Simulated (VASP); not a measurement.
**CuSi16 (a cell with a defect): single point with PBE**

The system is CuSi16 (a cell with a defect).

```
Si Cu
1.0
     0.00000    5.43000    5.43000
     5.43000    0.00000    5.43000
     5.43000    5.43000    0.00000
Si Cu
16 1
Cartesian
  -0.0989 -0.0691 0.0963
  1.3353 1.3069 1.3218
  2.6748 2.7089 0.0209
  3.9849 4.0256 1.4431
  2.8168 -0.0951 2.6104
  4.1050 1.3067 4.0924
  5.4065 2.7086 2.7536
  6.8532 4.0555 4.0045
  -0.0787 2.7572 2.6782
  1.2946 4.0940 4.1325
  2.6539 5.4226 2.7739
  4.0209 6.8279 4.0492
  2.7482 2.7569 5.5064
  4.2418 4.1540 6.6150
  5.5597 5.5582 5.2978
  6.8079 6.8275 6.8372
  7.1255 7.0697 3.7316
```

| Property | Result |
| --- | --- |
| Program | VASP 6.6.1 |
| Task | single point |
| Functional | PBE |
| Potentials or basis | VASP PAW PBE potentials, release 64 (Si, Cu) |
| Cutoff | 520 eV |
| k mesh | 2 × 2 × 2 |
| Occupations | fermi-dirac, width 0.05 eV |
| Spin | no spin polarisation |

```
Largest force : 0.047 eV/Å
```

Forces in eV/Å, atoms in the order of the input:
```
Si   0.003  0.006 -0.002
Si  -0.006  0.000 -0.040
Si   0.000 -0.028  0.001
Si  -0.004 -0.024  0.004
Si  -0.004 -0.023  0.005
Si   0.040  0.000  0.006
Si  -0.001 -0.029 -0.001
Si  -0.015  0.025  0.015
Si  -0.019  0.032 -0.023
Si   0.013  0.025 -0.012
Si   0.015 -0.022 -0.016
Si   0.012  0.012 -0.021
Si   0.024  0.032  0.018
Si  -0.032  0.011  0.032
Si  -0.019 -0.009  0.020
Si   0.020  0.012 -0.012
Cu  -0.027 -0.020  0.026
```

Levels at points of the mesh, in eV from the Fermi level:
```
           k point  band 33  band 34  band 35  band 36  band 37  band 38  band 39  band 40  band 41  band 42
(0.00, 0.00, 0.00)    -1.09    -1.03    -0.64    -0.19    -0.06     0.05     0.37     0.58     0.61     0.68
(0.50, 0.00, 0.00)    -2.04    -0.95    -0.90    -0.88    -0.80     0.49     1.16     1.23     1.32     1.41
(0.00, 0.50, 0.00)    -2.03    -0.95    -0.91    -0.86    -0.76     0.55     1.11     1.24     1.30     1.43
(0.00, 0.00, 0.50)    -2.16    -0.92    -0.90    -0.64    -0.53     0.51     0.99     1.32     1.39     1.55
(0.50, 0.50, 0.50)    -2.03    -0.95    -0.91    -0.86    -0.76     0.55     1.11     1.24     1.30     1.43
(0.50, 0.50, 0.00)    -1.84    -1.54    -1.48    -1.44    -1.10     0.65     0.97     1.93     2.05     2.16
(0.00, 0.50, 0.50)    -1.84    -1.54    -1.48    -1.44    -1.10     0.65     0.97     1.93     2.05     2.16
(0.50, 0.00, 0.50)    -1.87    -1.52    -1.51    -1.42    -1.13     0.67     0.97     1.93     2.05     2.17
```

Wall time 4.7 min on 1 thread of AMD EPYC 9R45 96-Core Processor (Zen 5), with other jobs on the host, peak memory 0.45 GiB.

Caveat: the k points lie up to 0.50 Å⁻¹ apart; the cell carries a net charge on a neutralising background, which shifts energy and pressure; the cell is charged against a uniform background, so pressure and absolute levels hang on convention.
